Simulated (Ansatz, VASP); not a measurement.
**One calculation of MgO, two programs**

Contents of INCAR:

```
PREC = Accurate
ENCUT = 520
EDIFF = 1E-6
ISMEAR = 0
SIGMA = 0.05
LREAL = F
LASPH = T
NELM = 60
ALGO = Normal
ISIF = 2
LWAVE = F
LCHARG = F
GGA = PS
NBANDS = 16
```

KPOINTS

```
regular mesh
0
Gamma
  9 9 6
```

The input POSCAR:

```
MgO
1.0
    3.0722000000      0.0000000000      0.0000000000
   -1.5361000000      2.6606032455      0.0000000000
    0.0000000000      0.0000000000      5.3206000000
Mg O
2 2
Direct
    0.3333333333      0.6666666667      0.0036583380
    0.6666666667      0.3333333333      0.5036583380
    0.3333333333      0.6666666667      0.4009416620
    0.6666666667      0.3333333333      0.9009416620
```

Input for Ansatz:

```yaml
crystal:
  lattice:
    - [3.0722, 0.0, 0.0]
    - [-1.5361, 2.6606032455, 0.0]
    - [0.0, 0.0, 5.3206]
  atoms:
    - { symbol: Mg, position: [0.3333333333, 0.6666666667, 0.003658338] }
    - { symbol: Mg, position: [0.6666666667, 0.3333333333, 0.503658338] }
    - { symbol: O, position: [0.3333333333, 0.6666666667, 0.400941662] }
    - { symbol: O, position: [0.6666666667, 0.3333333333, 0.900941662] }
basis:
  ecutwfc: 520.0
kpoints:
  mp_grid: { grid: [9, 9, 6] }
hamiltonian:
  xc: pbesol
  pseudopotentials: { kind: paw, azcp: { folder: soft_1 } }
scf:
  occupations: { method: gaussian, width: 0.05 }
output:
  forces: true
  stress: true
  eigenvalues: true
  write_density: true
  write_potential: true
  elf: true
  volumetric_format: npy
```

Alike in both runs: task single point; functional PBEsol; k mesh 9 × 9 × 6; occupations gaussian, width 0.05 eV; no spin polarisation.

```csv
,VASP,Ansatz
version,VASP 6.6.1,Ansatz 0.2.0
potentials or method,"VASP PAW PBE potentials, release 64 (Mg, O), cutoff 520 eV","scalar-relativistic, plane waves, PAW"
valence electrons in the cell,16,32
```

Ansatz gave:

```
gap on the k mesh at the Fermi level (eV)                     : 4.08
least direct gap on the mesh (eV)                             : 4.08
pressure (GPa)                                                : 17.7
traceless stress, the component that is largest in VASP (GPa) : -22.06
rms of the force components (eV/Å)                            : 0.737
```

What did VASP give for the same quantities?

gap on the k mesh at the Fermi level (eV): 4.08; least direct gap on the mesh (eV): 4.08; pressure (GPa): 17.9; traceless stress, the component that is largest in VASP (GPa): -22.54; rms of the force components (eV/Å): 0.755.

VASP's potentials were made for PBE, not for PBEsol, and Ansatz warns of the same on its side. Atom by atom the forces differ by 0.018 eV/Å (rms over components). With one functional, cell and mesh, what is left measures potentials, basis and numerics. VASP's potentials hold 16 valence electrons a cell and Ansatz's 32, so a difference there can come from the potentials and not from the codes.
